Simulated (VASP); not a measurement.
# Nb3C2 (P-6m2) in VASP: relaxation of cell and atoms with PBE

Aim: the relaxation of cell and atoms of Nb3C2 with PBE.

Program: VASP 6.6.1. These are calculated values, not measurements. Logs are shortened: lines on timing, memory, paths and dates and some standing lists are left out, and cuts for length are marked.

### 1 The cell of the first run

The structure is hexagonal, space group P-6m2 (No. 187). The conventional cell has a = 2.769 Å, b = 2.769 Å, c = 9.957 Å, α = 90.00°, β = 90.00°, γ = 120.00°. Nb (site symmetry 3m) has 4 C at 2.26 to 2.77 Å and 7 Nb at 2.72 to 2.77 Å within 3.0 Å. Nb (site symmetry -6m2) has 8 Nb at 2.72 to 2.77 Å within 3.6 Å. Within 2.1 Å of C (site symmetry -6m2) lie 3 C at 1.60 Å. C (site symmetry -6m2) has 3 C at 1.60 Å within 2.1 Å.

The cell was generated, and may not be a known phase.

### 2 Relaxation of cell and atoms, PBE

The input, INCAR:

```
PREC     = Accurate       # precision mode
ENCUT    = 600            # plane-wave cutoff, eV
EDIFF    = 1E-6           # SCF threshold, eV
ISMEAR   = 0              # smearing method
SIGMA    = 0.1            # smearing width, eV
LREAL    = False          # projectors in reciprocal space
LASPH    = True           # aspherical terms in the spheres
NELM     = 60             # most SCF steps
ALGO     = Fast           # electronic algorithm
ISIF     = 3              # what is computed and relaxed
LWAVE    = False          # write WAVECAR
LCHARG   = False          # write CHGCAR
GGA      = PE             # functional
IBRION   = 2              # ionic algorithm
NSW      = 100            # ionic steps
EDIFFG   = -0.01          # ionic threshold
```

The input, KPOINTS:

```
Automatic mesh
0
Gamma
  18 18 4
```

The input, POSCAR:

```
Nb3C2
1.0
    2.7688916884      0.0000000000      0.0000000000
   -1.3844458442      2.3979305425      0.0000000000
    0.0000000000      0.0000000000      9.9569790440
Nb C
3 2
Direct
    0.6666666667      0.3333333333      0.2267149135
    0.6666666667      0.3333333333      0.7732850865
    0.6666666667      0.3333333333      0.5000000000
    0.6666666667      0.3333333333      0.0000000000
    0.0000000000      0.0000000000      0.0000000000
```

Potentials or basis: VASP PAW PBE potentials, release 64 (Nb_sv, C).

Started as:

```
> cat potpaw_PBE.64/Nb_sv/POTCAR potpaw_PBE.64/C/POTCAR > POTCAR
> mpirun -np 1 vasp_std > vasp.out
```

OUTCAR:

```text
PREC = Accurate
   ENCUT = 600
   EDIFF = 1E-6
   ISMEAR = 0
   LREAL = False
   LASPH = True
   NELM = 60
   ISIF = 3
   GGA = PE
   IBRION = 2
   NSW = 100
   EDIFFG = -0.01

 ion  position               nearest neighbor table
   1  0.667  0.333  0.227-   4 2.26   3 2.72
   2  0.667  0.333  0.773-   4 2.26   3 2.72
   3  0.667  0.333  0.500-   1 2.72   2 2.72
   4  0.667  0.333  0.000-   5 1.60   5 1.60   5 1.60   1 2.26   2 2.26
   5  0.000  0.000  0.000-   4 1.60   4 1.60   4 1.60

  LATTYP: Found a hexagonal cell.
 ALAT       =     2.7688916884
 C/A-ratio  =     3.5960160832

  Lattice vectors:

 A1 = (   2.7688916884,   0.0000000000,   0.0000000000)
 A2 = (  -1.3844458442,   2.3979305425,   0.0000000000)
 A3 = (   0.0000000000,   0.0000000000,   9.9569790440)

Analysis of symmetry for initial positions (statically):
=====================================================================
 Subroutine PRICEL returns:
 Original cell was already a primitive cell.

 Routine SETGRP: Setting up the symmetry group for a
 hexagonal supercell.

 Subroutine GETGRP returns: Found 12 space group operations
 (whereof 12 operations were pure point group operations)
 out of a pool of 24 trial point group operations.

The static configuration has the point symmetry D_3h.

Analysis of symmetry for dynamics (positions and initial velocities):
=====================================================================
 Subroutine PRICEL returns:
 Original cell was already a primitive cell.

 Routine SETGRP: Setting up the symmetry group for a
 hexagonal supercell.

 Subroutine GETGRP returns: Found 12 space group operations
 (whereof 12 operations were pure point group operations)
 out of a pool of 24 trial point group operations.

The dynamic configuration has the point symmetry D_3h.

 Subroutine INISYM returns: Found 12 space group operations
 (whereof 12 operations are pure point group operations),
 and found     1 'primitive' translations

----------------------------------------------------------------------------------------

                                     Primitive cell

  volume of cell :      66.1105

  direct lattice vectors                    reciprocal lattice vectors
     2.768891688  0.000000000  0.000000000     0.361155333  0.208513129  0.000000000
    -1.384445844  2.397930543  0.000000000     0.000000000  0.417026258  0.000000000
     0.000000000  0.000000000  9.956979044     0.000000000  0.000000000  0.100432068

  length of vectors
     2.768891688  2.768891688  9.956979044     0.417026258  0.417026258  0.100432068

  position of ions in fractional coordinates (direct lattice)
     0.666666667  0.333333333  0.226714913
     0.666666667  0.333333333  0.773285087
     0.666666667  0.333333333  0.500000000
     0.666666667  0.333333333  0.000000000
     0.000000000  0.000000000  0.000000000

  ion indices of the primitive-cell ions
   primitive index   ion index
                 1           1
                 2           2
                 3           3
                 4           4
                 5           5

----------------------------------------------------------------------------------------

 KPOINTS: Automatic mesh

Automatic generation of k-mesh.
 Grid dimensions read from file:
 generate k-points for:   18   18    4

 Generating k-lattice:

  Cartesian coordinates                     Fractional coordinates (reciprocal lattice)
     0.020064185  0.011584063  0.000000000     0.055555556 -0.000000000  0.000000000
     0.000000000  0.023168125  0.000000000     0.000000000  0.055555556  0.000000000
     0.000000000  0.000000000  0.025108017     0.000000000  0.000000000  0.250000000

  Length of vectors
     0.023168125  0.023168125  0.025108017

  Shift w.r.t. Gamma in fractional coordinates (k-lattice)
     0.000000000  0.000000000  0.000000000

 Subroutine IBZKPT returns following result:
 ===========================================

 Found    111 irreducible k-points:

 Following reciprocal coordinates:
            Coordinates               Weight
  0.000000  0.000000  0.000000      1.000000
  0.055556  0.000000  0.000000      6.000000
  0.111111  0.000000  0.000000      6.000000
  0.166667  0.000000  0.000000      6.000000
  0.222222  0.000000  0.000000      6.000000
  0.277778 -0.000000  0.000000      6.000000
[... 16 lines left out ...]
  0.333333  0.111111  0.000000     12.000000
  0.388889  0.111111  0.000000     12.000000
 [... further k-points ...]
   k-points           NKPTS =    111   k-points in BZ     NKDIM =    111   number of bands    NBANDS=     28
   number of dos      NEDOS =    301   number of ions     NIONS =      5
   total plane-waves  NPLWV =  46080
   dimension x,y,z NGX =    24 NGY =   24 NGZ =   80
   dimension x,y,z NGXF=    48 NGYF=   48 NGZF=  160
   ions per type =               3   2
   NGX,Y,Z   is equivalent  to a cutoff of  14.41, 14.41, 13.36 a.u.
   NGXF,Y,Z  is equivalent  to a cutoff of  28.82, 28.82, 26.71 a.u.
 SYSTEM =  unknown system
   PREC   = accura    normal or accurate (medium, high low for compatibility)
   ISTART =      0    job   : 0-new  1-cont  2-samecut
   ICHARG =      2    charge: 1-file 2-atom 10-const
   ISPIN  =      1    spin polarized calculation?
   LNONCOLLINEAR =      F non collinear calculations
   LSORBIT =      F    spin-orbit coupling
   LASPH  =      T    aspherical Exc in radial PAW
   ENCUT  =  600.0 eV  44.10 Ry    6.64 a.u.   5.53  5.53 19.89*2*pi/ulx,y,z
   NELM   =     60;   NELMIN=  2; NELMDL= -5     # of ELM steps
   EDIFF  = 0.1E-05   stopping-criterion for ELM
   LREAL  =      F    real-space projection
   EDIFFG = -.1E-01   stopping-criterion for IOM
   NSW    =    100    number of steps for IOM
   IBRION =      2    ionic relax: 0-MD 1-quasi-New 2-CG
   NFREE  =      1    steps in history (QN), initial steepest desc. (CG)
   ISIF   =      3    stress and relaxation
   ISYM   =      2    0-nonsym 1-usesym 2-fastsym
   POTIM  = 0.5000    time-step for ionic-motion
   TEBEG  =    0.0;   TEEND  =   0.0 temperature during run
   PSTRESS=    0.0 pullay stress
   NELECT =      47.0000    total number of electrons
   NUPDOWN=      -1.0000    fix difference up-down
   EMIN   =  10.00;   EMAX   =-10.00  energy-range for DOS
   EFERMI =   0.00;   METHOD = LEGACY
   ISMEAR =     0;   SIGMA  =   0.10  broadening in eV -4-tet -1-fermi 0-gaus
   EFERMI_NEDOS =   21; number of points for ismear=-14 and -15
   IALGO  =     68    algorithm
   IMIX   =      4    mixing-type and parameters
     AMIX     =   0.40;   BMIX     =  1.00
     AMIX_MAG =   1.60;   BMIX_MAG =  1.00
  volume/ion in A,a.u.               =      13.22        89.23
  Fermi-wavevector in a.u.,A,eV,Ry     =   1.461114  2.761105 29.046449  2.134854
  Thomas-Fermi vector in A             =   2.577484
   LORBIT       =      0    0 simple, 1 ext, 2 COOP (PROOUT), +10 PAW based schemes
   GGA     = PE    functional components
   LHFCALC =     F    Hartree Fock is set to
   AEXX    =    0.0000 exact exchange contribution
   IVDW    =     0    specifies the selected vdW correction
   LEPSILON=     F    determine dielectric tensor
   LRPA    =     F    only Hartree local field effects (RPA)
 conjugate gradient relaxation of ions
 non-spin polarized calculation
 RMM-DIIS sequential band-by-band and
 Gauss-broadening in eV      SIGMA  =   0.10
  energy-cutoff  :      600.00
  volume of cell :       66.11
 maximum number of plane-waves:      2260
 NGX is ok and might be reduce to    24
   NGX = 11   NGY = 11   NGZ = 39

--------------------------------------- Ionic step        1  -------------------------------------------

 number of electron      47.0000003 magnetization

 Free energy of the ion-electron system (eV)
  ---------------------------------------------------
  ext. energy  EPLUGINS =         0.00000000
  ---------------------------------------------------
  free energy    TOTEN  =       -45.22564215 eV

  energy without entropy =      -45.20999842  energy(sigma->0) =      -45.21782029

------------------------ aborting loop because EDIFF is reached ----------------------------------------

  FORCE on cell =-STRESS in cart. coord.  units (eV):
  Direction    XX          YY          ZZ          XY          YZ          ZX
  --------------------------------------------------------------------------------------
  -------------------------------------------------------------------------------------
  Total        0.5191477      0.5191477      0.4654130      0.0000000     -0.0000000      0.0000000
  in kB       12.5814687     12.5814687     11.2792159      0.0000000     -0.0000000      0.0000000
  external PRESSURE =      12.1473845 kB  Pullay stress =       0.0000000 kB

 VOLUME and BASIS-vectors are now :
 -----------------------------------------------------------------------------
  energy-cutoff  :      600.00
  volume of cell :       66.11
      direct lattice vectors                 reciprocal lattice vectors
     2.768891688  0.000000000  0.000000000     0.361155333  0.208513129  0.000000000
    -1.384445844  2.397930543  0.000000000     0.000000000  0.417026258  0.000000000
     0.000000000  0.000000000  9.956979044     0.000000000  0.000000000  0.100432068
[... 40 lines left out ...]
 POSITION                                       TOTAL-FORCE (eV/Angst)
 -----------------------------------------------------------------------------------
      1.39138      0.80331      2.26756        -0.000000      0.000000     -0.026499
      1.39138      0.80331      7.73413        -0.000000     -0.000000      0.026499
      1.39138      0.80331      5.00085         0.000000     -0.000000      0.000000
      1.39138      0.80331      0.00000        -0.000000      0.000000      0.000000
     -1.39138      2.40994      0.00000        -0.000000      0.000000      0.000000
 -----------------------------------------------------------------------------------
    total drift:                               -0.000001      0.000000      0.000000

  FREE ENERGIE OF THE ION-ELECTRON SYSTEM (eV)
  ---------------------------------------------------
  free  energy   TOTEN  =       -45.2240211719 eV

  energy  without entropy=      -45.2075778896  energy(sigma->0) =      -45.21579953

--------------------------------------- Ionic step        3  -------------------------------------------

 number of electron      47.0000003 magnetization

 Free energy of the ion-electron system (eV)
  ---------------------------------------------------
  ext. energy  EPLUGINS =         0.00000000
  ---------------------------------------------------
  free energy    TOTEN  =       -45.22709904 eV

  energy without entropy =      -45.21113213  energy(sigma->0) =      -45.21911559

 E-fermi :  11.6165     XC(G=0): -12.5224

 val. band max:       11.6036946204   @ k =   0.2778   0.1111   0.5000
 cond. band min:      11.6194121042   @ k =   0.2778   0.1667   0.5000
 fundamental gap:      0.0157174838
 Fermi energy:        11.6165491241

 k-point     1 :       0.0000    0.0000    0.0000
  band No.  band energies     occupation
      1     -43.4699      2.00000
      2     -43.4592      2.00000
      3     -43.0741      2.00000
      4     -20.0746      2.00000
      5     -19.8152      2.00000
      6     -18.9295      2.00000
[... 20 lines left out ...]
     27      12.2145      0.00000
[... 691 lines left out ...]
      6     -19.8139      2.00000
[... 20 lines left out ...]
     27      13.4786      0.00000
     28      14.5706      0.00000

 [... further k-points ...]
[... 5 lines left out ...]
  --------------------------------------------------------------------------------------
  -------------------------------------------------------------------------------------
  Total       -0.0272840     -0.0272840      0.0467101     -0.0000000      0.0000000      0.0000000
  in kB       -0.6572809     -0.6572809      1.1252620     -0.0000000      0.0000000      0.0000000
  external PRESSURE =      -0.0630999 kB  Pullay stress =       0.0000000 kB

 VOLUME and BASIS-vectors are now :
 -----------------------------------------------------------------------------
  energy-cutoff  :      600.00
  volume of cell :       66.51
      direct lattice vectors                 reciprocal lattice vectors
     2.774615496  0.000000000  0.000000000     0.360410299  0.208082983  0.000000000
    -1.387307748  2.402887505  0.000000000     0.000000000  0.416165966  0.000000000
     0.000000000 -0.000000000  9.975431502     0.000000000 -0.000000000  0.100246290

 POSITION                                       TOTAL-FORCE (eV/Angst)
 -----------------------------------------------------------------------------------
      1.38731      0.80096      2.26159         0.000000      0.000000     -0.009574
      1.38731      0.80096      7.71384         0.000000     -0.000000      0.009574
      1.38731      0.80096      4.98772         0.000000      0.000000     -0.000000
      1.38731      0.80096      9.97543        -0.000000      0.000000      0.000000
      0.00000     -0.00000      9.97543        -0.000000      0.000000      0.000000
 -----------------------------------------------------------------------------------
    total drift:                               -0.000001      0.000000      0.000000

  FREE ENERGIE OF THE ION-ELECTRON SYSTEM (eV)
  ---------------------------------------------------
  free  energy   TOTEN  =       -45.2270990405 eV

  energy  without entropy=      -45.2111321322  energy(sigma->0) =      -45.21911559

 reached required accuracy - stopping structural energy minimisation
```

Wall time 36 min (1 thread of Oxide Virtual Turin-like, shared host); peak memory 0.33 GiB.

Results:

```yaml
Free_energy: -45.2271 eV
Relaxed_volume: 13.30 Å³/atom
Relaxed_cell: a = 2.775 Å, b = 2.775 Å, c = 9.975 Å, α = 90.00°, β = 90.00°, γ = 120.00°
Space_group_after_relaxing_to_0.1_Å: P-6m2 (No. 187)
Energy_gained_by_relaxing: 0.3 meV/atom
Ionic_steps: 3
Pressure_after_relaxing: 0.0 GPa
Largest_force_after_relaxing: 0.010 eV/Å
Band_gap_on_the_k_mesh: zero (an odd number of electrons rules out a gap without spin polarisation)
```

Forces in eV/Å, atoms in the order of the input:
```
Nb   0.000  0.000 -0.010
Nb   0.000  0.000  0.010
Nb   0.000  0.000  0.000
C    0.000  0.000  0.000
C    0.000  0.000  0.000
```

Step by step:
```
step  energy change (eV)  largest force (eV/Å)  pressure (GPa)  volume (Å³)
   1              0.0000                0.0006            1.21        66.11
   2              0.0016                0.0265           -1.75        67.07
   3             -0.0015                0.0096           -0.01        66.51
```

Final structure:
```
CELL_PARAMETERS angstrom
2.77462 0.00000 0.00000
-1.38731 2.40289 0.00000
0.00000 0.00000 9.97543
ATOMIC_POSITIONS crystal
Nb 0.66667 0.33333 0.22672
Nb 0.66667 0.33333 0.77328
Nb 0.66667 0.33333 0.50000
C 0.66667 0.33333 0.00000
C 0.00000 0.00000 0.00000
```
